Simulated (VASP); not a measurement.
Set up this calculation in VASP 6.6.1, as the native input.

```yaml
Task: single point
Functional: PBE
Potentials_or_basis: VASP PAW PBE potentials, release 64 (B, N)
Cutoff: 520 eV
k_mesh: 12 × 12 × 12
Occupations: gaussian, width 0.05 eV
Spin: no spin polarisation
Dipole_correction: no
Further_INCAR_settings: ALGO = Normal; EDIFF = 1e-06; NBANDS = 11
```

The structure of BN lies in POSCAR:

```
BN
1.0
    0.0000000000      1.7402757093      1.8047036289
    1.8047036289      0.0000000000      1.8047036289
    1.8047036289      1.7402757093      0.0000000000
B N
1 1
Direct
    0.0000000000      0.0000000000      0.0000000000
    0.7500000000      0.7500000000      0.7500000000
```

This cell differs from its parent crystal: volume 5.668 Å^3 an atom, c/a of the conventional cell 0.9643.

One way to write it, as run:

INCAR

```
SYSTEM = BN
ALGO = Normal
EDIFF = 1E-6
ENCUT = 520
GGA = PE
ISIF = 2
ISMEAR = 0
LASPH = .True.
LCHARG = .True.
LELF = .True.
LREAL = .False.
LVHAR = .True.
LWAVE = .False.
NBANDS = 11
NELM = 100
PREC = Accurate
SIGMA = 0.05
```

KPOINTS

```
k-points
0
Gamma
  12 12 12
  0 0 0
```

Potentials or basis: VASP PAW PBE potentials, release 64 (B, N).

Launch:

```console
$ cat potpaw_PBE.64/B/POTCAR potpaw_PBE.64/N/POTCAR > POTCAR
$ mpirun -np 1 vasp_std > vasp.out
```

It gave:

The pressure is 20.3 GPa and the band gap on the k mesh is 3.85 eV, indirect (least direct gap 8.62 eV).

It took 32 s on 1 thread of Intel Xeon 8259CL, on a shared host, peak memory 0.13 GiB.
